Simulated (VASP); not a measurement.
Here is a VASP 6.6.1 calculation.

Contents of INCAR:

```
PREC     = Accurate       # precision mode
ENCUT    = 520            # plane-wave cutoff, eV
EDIFF    = 1E-7           # SCF threshold, eV
ISMEAR   = 0              # smearing method
SIGMA    = 0.1            # smearing width, eV
LREAL    = F              # projectors in reciprocal space
LASPH    = T              # aspherical terms in the spheres
NELM     = 60             # most SCF steps
ALGO     = Normal         # electronic algorithm
ISIF     = 2              # what is computed and relaxed
LWAVE    = F              # write WAVECAR
LCHARG   = F              # write CHGCAR
GGA      = PS             # functional
NBANDS   = 30             # bands
```

File KPOINTS:

```
regular mesh
0
Gamma
  6 6 6
```

The input POSCAR:

```
ZrSi7
1.0
    5.6007267216      0.0000000000      0.0000000000
    0.0000000000      5.6007267216      0.0000000000
    0.0000000000      0.0000000000      5.6007267216
Zr Si
1 7
Direct
    0.0000000000      0.0000000000      0.0000000000
    0.2662141091      0.2662141091      0.2662141091
    0.0000000000      0.5000000000      0.5000000000
    0.5000000000      0.5000000000      0.0000000000
    0.5000000000      0.0000000000      0.5000000000
    0.7337858909      0.2662141091      0.7337858909
    0.7337858909      0.7337858909      0.2662141091
    0.2662141091      0.7337858909      0.7337858909
```

Potentials or basis: VASP PAW PBE potentials, release 64 (Zr_sv, Si).

Run with:

```bash
$ cat potpaw_PBE.64/Zr_sv/POTCAR potpaw_PBE.64/Si/POTCAR > POTCAR
$ mpirun -np 1 vasp_std > vasp.out
```

(1) What does it give for the pressure?

(2) Estimate the largest force.

(3) Estimate the band gap on the k mesh.

## Answers

(1) 0.1 GPa.

(2) 0.006 eV/Å.

(3) zero (bands 20 and 21 overlap by 0.17 eV).

Caveat: the PAW data sets were made with another functional, which shifts forces and pressure a little.
